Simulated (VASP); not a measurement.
Runs of VASP 6.6.1 on KI. The structure is that of space group Pm-3m (No. 221), or close to it. The cells are those of the table. 

```tsv
cell	gap on the mesh (eV)	pressure (GPa)
a = 4.291, b = 4.291, c = 4.356 Å, 2 atoms	(b)	0.3
a = 4.420, b = 4.420, c = 4.291 Å, 2 atoms	3.08	-0.2
a = 4.291, b = 4.291, c = 4.420 Å, 2 atoms	3.19	0.1
a = 4.356, b = 4.356, c = 4.291 Å, 2 atoms	(a)	0.1
```

Alike in all rows: task single point; level PBE; potentials or basis VASP PAW PBE potentials, release 64 (K_sv, I); no spin polarisation; k mesh 6 × 6 × 6; cutoff (eV) 520; smearing gaussian 0.05 eV.

Task: Estimate the missing entries.

Result: (a) 3.20; (b) 3.26.

Caveats: spin-orbit coupling is left out, which moves the levels of the heavy elements.

A k mesh can miss the band edges, and the runs leave out spin-orbit coupling on I.
